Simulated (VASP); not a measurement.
A run of VASP 6.6.1 is set up as follows.

Contents of INCAR:

```
SYSTEM = Ti
PREC = Accurate
ENCUT = 520
EDIFF = 1E-7
ISMEAR = 0
SIGMA = 0.15
LREAL = .False.
LASPH = .True.
NELM = 60
ALGO = Fast
ISIF = 2
LWAVE = .False.
LCHARG = .False.
GGA = PE
NBANDS = 12
```

Contents of KPOINTS:

```
regular mesh
0
Gamma
  22 22 22
  0 0 0
```

The input POSCAR:

```
Ti
1.0
    0.0000000000      2.2787126677      1.6110498561
    2.2787126677      0.0000000000      1.6110498561
    2.2787126677      2.2787126677      0.0000000000
Ti
1
Direct
    0.0000000000      0.0000000000      0.0000000000
```

Potentials or basis: VASP PAW PBE potentials, release 64 (Ti_sv).

The run is started by

```bash
$ cat potpaw_PBE.64/Ti_sv/POTCAR > POTCAR
$ mpirun -np 1 vasp_std > vasp.out
```

Problem. Estimate the pressure.

Solution. 3.2 GPa.

Problem. Predict the band gap on the k mesh.

Solution. Zero (band 6 reaches 9.52 eV, above the bottom of band 7 at 7.85 eV).
